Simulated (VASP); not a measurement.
# Se (Pm-3m) in VASP: a series of runs, part 3 of 3

VASP 6.6.1. The steps go on from the part before.

### Step 6. Single point, PBE (volume scaled by 1.12)

INCAR

```
SYSTEM = Se
PREC = Accurate
ENCUT = 520
EDIFF = 1E-6
ISMEAR = -1
SIGMA = 0.1
LREAL = .FALSE.
LASPH = .TRUE.
NELM = 100
ALGO = Normal
ISIF = 2
LWAVE = .FALSE.
LCHARG = .TRUE.
GGA = PE
LELF = .TRUE.
LVHAR = .TRUE.
NBANDS = 9
```

KPOINTS

```
Automatic mesh
0
G
  18 18 18
  0 0 0
```

POSCAR

```
Se
1.0
    2.9396979244      0.0000000000      0.0000000000
    0.0000000000      2.9396979244      0.0000000000
    0.0000000000      0.0000000000      2.9396979244
Se
1
Direct
    0.0000000000      0.0000000000      0.0000000000
```

Potentials or basis: VASP PAW PBE potentials, release 64 (Se).

On the command line:

```
$ cat potpaw_PBE.64/Se/POTCAR > POTCAR
$ mpirun -np 1 vasp_std > vasp.out
```

OUTCAR:

```text
SYSTEM = Se
   PREC = Accurate
   ENCUT = 520
   EDIFF = 1E-6
   ISMEAR = -1
   LREAL = .FALSE.
   LASPH = .TRUE.
   NELM = 100
   ISIF = 2
   GGA = PE

 ion  position               nearest neighbor table
   1  0.000  0.000  0.000-

  LATTYP: Found a simple cubic cell.
 ALAT       =     2.9396979244

  Lattice vectors:

 A1 = (   2.9396979244,   0.0000000000,   0.0000000000)
 A2 = (   0.0000000000,   2.9396979244,   0.0000000000)
 A3 = (   0.0000000000,   0.0000000000,   2.9396979244)

Analysis of symmetry for initial positions (statically):
=====================================================================
 Subroutine PRICEL returns:
 Original cell was already a primitive cell.

 Routine SETGRP: Setting up the symmetry group for a
 simple cubic supercell.

 Subroutine GETGRP returns: Found 48 space group operations
 (whereof 48 operations were pure point group operations)
 out of a pool of 48 trial point group operations.

The static configuration has the point symmetry O_h .

Analysis of symmetry for dynamics (positions and initial velocities):
=====================================================================
 Subroutine PRICEL returns:
 Original cell was already a primitive cell.

 Routine SETGRP: Setting up the symmetry group for a
 simple cubic supercell.

 Subroutine GETGRP returns: Found 48 space group operations
 (whereof 48 operations were pure point group operations)
 out of a pool of 48 trial point group operations.

The dynamic configuration has the point symmetry O_h .

 Subroutine INISYM returns: Found 48 space group operations
 (whereof 48 operations are pure point group operations),
 and found     1 'primitive' translations

----------------------------------------------------------------------------------------

                                     Primitive cell

[... 103 lines left out ...]
   ISMEAR =    -1;   SIGMA  =   0.10  broadening in eV -4-tet -1-fermi 0-gaus
   EFERMI_NEDOS =   21; number of points for ismear=-14 and -15
   IALGO  =     38    algorithm
   IMIX   =      4    mixing-type and parameters
     AMIX     =   0.40;   BMIX     =  1.00
     AMIX_MAG =   1.60;   BMIX_MAG =  1.00
  volume/ion in A,a.u.               =      25.40       171.44
  Fermi-wavevector in a.u.,A,eV,Ry     =   1.011943  1.912294 13.932744  1.024028
  Thomas-Fermi vector in A             =   2.145022
   LORBIT       =      0    0 simple, 1 ext, 2 COOP (PROOUT), +10 PAW based schemes
   GGA     = PE    functional components
   LHFCALC =     F    Hartree Fock is set to
   AEXX    =    0.0000 exact exchange contribution
   IVDW    =     0    specifies the selected vdW correction
   LEPSILON=     F    determine dielectric tensor
   LRPA    =     F    only Hartree local field effects (RPA)
 non-spin polarized calculation
  energy-cutoff  :      520.00
  volume of cell :       25.40
 maximum number of plane-waves:       711
 NGX is ok and might be reduce to    24
   NGX = 11   NGY = 11   NGZ = 11

 number of electron       6.0000001 magnetization

 Free energy of the ion-electron system (eV)
  ---------------------------------------------------
  ext. energy  EPLUGINS =         0.00000000
  ---------------------------------------------------
  free energy    TOTEN  =        -3.27742274 eV

  energy without entropy =       -3.25451224  energy(sigma->0) =       -3.26596749

 E-fermi :   3.3688     XC(G=0):  -9.3984

 val. band max:        3.3453280805   @ k =   0.1111   0.1111   0.0000
 cond. band min:       3.3704843163   @ k =   0.3889   0.1667   0.1111
 fundamental gap:      0.0251562358
 Fermi energy:         3.3687757013

 k-point     1 :       0.0000    0.0000    0.0000
  band No.  band energies     occupation
      1     -11.7202      2.00000
      2       4.5735      0.00001
      3       4.5735      0.00001
      4       4.5735      0.00001
      5      10.6334      0.00000
      6      11.3230      0.00000
      7      11.3230      0.00000
      8      24.4109      0.00000
      9      24.4109      0.00000
[... 265 lines left out ...]
 k-point    24 :       0.3333    0.1111    0.0000
  band No.  band energies     occupation
      1     -10.4430      2.00000
      2      -1.0506      2.00000
      3       4.1285      0.00100
      4       5.4939      0.00000
      5      12.6648      0.00000
      6      13.6769      0.00000
      7      15.5587      0.00000
      8      17.9855      0.00000
      9      18.6051      0.00000

 [... further k-points ...]
[... 5 lines left out ...]
  --------------------------------------------------------------------------------------
  -------------------------------------------------------------------------------------
  Total       -0.9547095     -0.9547095     -0.9547095     -0.0000000     -0.0000000      0.0000000
  in kB      -60.2107066    -60.2107066    -60.2107066     -0.0000000     -0.0000000      0.0000000
  external PRESSURE =     -60.2107066 kB  Pullay stress =       0.0000000 kB

 VOLUME and BASIS-vectors are now :
 -----------------------------------------------------------------------------
  energy-cutoff  :      520.00
  volume of cell :       25.40
      direct lattice vectors                 reciprocal lattice vectors
     2.939697924  0.000000000  0.000000000     0.340171006  0.000000000  0.000000000
     0.000000000  2.939697924  0.000000000     0.000000000  0.340171006  0.000000000
     0.000000000  0.000000000  2.939697924     0.000000000  0.000000000  0.340171006

 POSITION                                       TOTAL-FORCE (eV/Angst)
 -----------------------------------------------------------------------------------
      0.00000      0.00000      0.00000         0.000000      0.000000      0.000000
 -----------------------------------------------------------------------------------
    total drift:                                0.000000     -0.000000     -0.000000

  FREE ENERGIE OF THE ION-ELECTRON SYSTEM (eV)
  ---------------------------------------------------
  free  energy   TOTEN  =        -3.2774227389 eV

  energy  without entropy=       -3.2545122387  energy(sigma->0) =       -3.26596749
```

OSZICAR:

```text
N       E                     dE             d eps       ncg     rms          rms(c)
DAV:   1     0.102696960228E+02    0.10270E+02   -0.27511E+03  3960   0.554E+02
DAV:   2    -0.292003355278E+01   -0.13190E+02   -0.12739E+02  5245   0.748E+01
DAV:   3    -0.327239288094E+01   -0.35236E+00   -0.34989E+00  4751   0.117E+01
DAV:   4    -0.327324057578E+01   -0.84769E-03   -0.84755E-03  5539   0.659E-01
DAV:   5    -0.327324138409E+01   -0.80831E-06   -0.80781E-06  4790   0.167E-02    0.282E+00
DAV:   6    -0.327528064343E+01   -0.20393E-02   -0.26178E-03  4496   0.287E-01    0.166E+00
DAV:   7    -0.327737577775E+01   -0.20951E-02   -0.47233E-03  4155   0.393E-01    0.661E-02
DAV:   8    -0.327741836246E+01   -0.42585E-04   -0.18211E-04  4571   0.771E-02    0.864E-03
DAV:   9    -0.327742108109E+01   -0.27186E-05   -0.31795E-06  5025   0.119E-02    0.644E-03
DAV:  10    -0.327742277187E+01   -0.16908E-05   -0.37053E-06  4237   0.986E-03    0.141E-03
DAV:  11    -0.327742273891E+01    0.32958E-07   -0.13784E-07  2454   0.199E-03
   1 F= -.32774227E+01 E0= -.32659675E+01  d E =-.229105E-01
```

Run time: 26 s. Hardware: 1 thread of AMD EPYC 7R43 (Zen 3), shared host; peak memory 0.14 GiB.

Results:

| Property | Result |
| --- | --- |
| Free energy | -3.2774 eV |
| Pressure | -6.0 GPa |
| Band gap on the k mesh | zero (band 3 reaches 5.72 eV, above the bottom of band 4 at 0.48 eV) |

Levels at points of the mesh, in eV from the Fermi level:
```tsv
k point	band 1	band 2	band 3	band 4	band 5	band 6
(0.00, 0.00, 0.00)	-15.09	1.20	1.20	1.20	7.26	7.95
(0.50, 0.00, 0.00)	-13.42	-5.96	2.35	2.35	9.89	10.72
(0.50, 0.50, 0.00)	-11.79	-4.32	-4.32	3.38	3.62	12.64
(0.50, 0.50, 0.50)	-10.17	-2.89	-2.89	-2.89	6.26	6.26
```

### Step 7. Single point, PBE, non-collinear spin, zero start, spin-orbit coupling

INCAR

```
SYSTEM = Se
PREC     = Accurate       ! precision mode
ENCUT    = 520            ! plane-wave cutoff, eV
EDIFF    = 1E-6           ! SCF threshold, eV
ISMEAR   = -1             ! smearing method
SIGMA    = 0.1            ! smearing width, eV
LREAL    = .FALSE.        ! projectors in reciprocal space
LASPH    = .TRUE.         ! aspherical terms in the spheres
NELM     = 150            ! most SCF steps
ALGO     = Normal         ! electronic algorithm
ISIF     = 2              ! what is computed and relaxed
LWAVE    = .FALSE.        ! write WAVECAR
LCHARG   = .TRUE.         ! write CHGCAR
LNONCOLLINEAR= .TRUE.         ! non-collinear magnetism
MAGMOM   = 0 0 0          ! initial moments
LORBIT   = 11             ! projections on sites
LSORBIT  = .TRUE.         ! spin-orbit coupling
GGA_COMPAT= .FALSE.      
LORBMOM  = .TRUE.       
GGA      = PE             ! functional
LVHAR    = .TRUE.       
NBANDS   = 17             ! bands
```

KPOINTS

```
Automatic mesh
0
G
  11 11 11
  0 0 0
```

POSCAR

```
Se
1.0
    2.8307185976      0.0000000000      0.0000000000
    0.0000000000      2.8307185976      0.0000000000
    0.0000000000      0.0000000000      2.8307185976
Se
1
Direct
    0.0000000000      0.0000000000      0.0000000000
```

Potentials or basis: VASP PAW PBE potentials, release 64 (Se).

On the command line:

```
$ cat potpaw_PBE.64/Se/POTCAR > POTCAR
$ mpirun -np 1 vasp_ncl > vasp.out
```

OUTCAR:

```text
SYSTEM = Se
   PREC = Accurate
   ENCUT = 520
   EDIFF = 1E-6
   ISMEAR = -1
   LREAL = .FALSE.
   LASPH = .TRUE.
   NELM = 150
   ISIF = 2
   LNONCOLLINEAR = .TRUE.
   LORBIT = 11
   LSORBIT = .TRUE.
   GGA = PE

 ion  position               nearest neighbor table
   1  0.000  0.000  0.000-

  LATTYP: Found a simple cubic cell.
 ALAT       =     2.8307185976

  Lattice vectors:

 A1 = (   2.8307185976,   0.0000000000,   0.0000000000)
 A2 = (   0.0000000000,   2.8307185976,   0.0000000000)
 A3 = (   0.0000000000,   0.0000000000,   2.8307185976)

Analysis of symmetry for initial positions (statically):
[... 728 lines left out ...]
  1         0.000   0.000   0.000
 ----------------------------------------
            0.000   0.000   0.000

 Spin-Orbit-Coupling matrix elements

 Ion:    1  E_soc:     -0.0517392
 l=   1
     0.0000000    -0.0086177    -0.0086177
    -0.0086177     0.0000000    -0.0086177
    -0.0086177    -0.0086177     0.0000000
 l=   2
     0.0000000     0.0000001     0.0000000     0.0000001    -0.0000056
     0.0000001     0.0000000    -0.0000042     0.0000001    -0.0000014
     0.0000000    -0.0000042     0.0000000    -0.0000042     0.0000000
     0.0000001     0.0000001    -0.0000042     0.0000000    -0.0000014
    -0.0000056    -0.0000014     0.0000000    -0.0000014     0.0000000
 l=   3
     0.0000000     0.0000000     0.0000000     0.0000000     0.0000000     0.0000000     0.0000000
     0.0000000     0.0000000     0.0000000     0.0000000     0.0000000     0.0000000     0.0000000
     0.0000000     0.0000000     0.0000000     0.0000000     0.0000000     0.0000000     0.0000000
     0.0000000     0.0000000     0.0000000     0.0000000     0.0000000     0.0000000     0.0000000
     0.0000000     0.0000000     0.0000000     0.0000000     0.0000000     0.0000000     0.0000000
     0.0000000     0.0000000     0.0000000     0.0000000     0.0000000     0.0000000     0.0000000
     0.0000000     0.0000000     0.0000000     0.0000000     0.0000000     0.0000000     0.0000000

 total charge

# of ion       s       p       d       tot
------------------------------------------
    1        1.538   2.064   0.051   3.653

 magnetization (x)

# of ion       s       p       d       tot
------------------------------------------
    1       -0.000   0.000  -0.000  -0.000

 magnetization (y)

# of ion       s       p       d       tot
------------------------------------------
    1       -0.000   0.000   0.000   0.000

 magnetization (z)

# of ion       s       p       d       tot
------------------------------------------
    1        0.000   0.000  -0.000  -0.000
```

OSZICAR:

```text
N       E                     dE             d eps       ncg     rms          rms(c)
DAV:   1     0.191285997812E+02    0.19129E+02   -0.24672E+03  1904   0.601E+02
DAV:   2    -0.237324812517E+01   -0.21502E+02   -0.19741E+02  2673   0.112E+02
DAV:   3    -0.335475801064E+01   -0.98151E+00   -0.97226E+00  2303   0.216E+01
DAV:   4    -0.335868615664E+01   -0.39281E-02   -0.39277E-02  2446   0.162E+00
DAV:   5    -0.335869916621E+01   -0.13010E-04   -0.13010E-04  2283   0.934E-02    0.362E+00
DAV:   6    -0.336204350706E+01   -0.33443E-02   -0.62860E-04  2306   0.215E-01    0.217E+00
DAV:   7    -0.336443144023E+01   -0.23879E-02   -0.13513E-03  2166   0.316E-01    0.375E-01
DAV:   8    -0.336448362200E+01   -0.52182E-04   -0.22712E-05  2549   0.375E-02    0.399E-02
DAV:   9    -0.336452189883E+01   -0.38277E-04   -0.59064E-05  2128   0.533E-02    0.658E-03
DAV:  10    -0.336452270651E+01   -0.80768E-06   -0.71224E-07  2242   0.650E-03
   1 F= -.33645227E+01 E0= -.33563306E+01  d E =-.163842E-01  mag=    -0.0000     0.0000     0.0000
```

Wall time 27 s (1 thread of AMD EPYC 7R43 (Zen 3), shared host); peak memory 0.17 GiB.

Results:

| Quantity | Value |
| --- | --- |
| Free energy | -3.3645 eV |
| Pressure | 0.1 GPa |
| Net moment | 0.00 μB per cell |
| Valence electrons inside the program's atomic spheres | Se 3.65 |

Moments on the atoms (μB; x, y, z):
```
Se  0.00 0.00 0.00
```

### Step 8. The runs side by side

```tsv
spin	cell	k mesh	gap on the mesh (eV)	pressure (GPa)
off	a = 2.831 Å, 1 atom	18 × 18 × 18	none	0.1
off	a = 2.868 Å, 1 atom	18 × 18 × 18	none	-2.4
off	a = 2.904 Å, 1 atom	18 × 18 × 18	none	-4.4
off	a = 2.940 Å, 1 atom	18 × 18 × 18	none	-6.0
non-collinear, zero start, SOC	a = 2.831 Å, 1 atom	11 × 11 × 11	-	0.1
```

Alike in all rows: task single point; level PBE; potentials or basis VASP PAW PBE potentials, release 64 (Se); cutoff (eV) 520; smearing fermi-dirac 0.1 eV.

Total energies depend on the potentials used, so only differences within one code and one set of settings carry meaning.
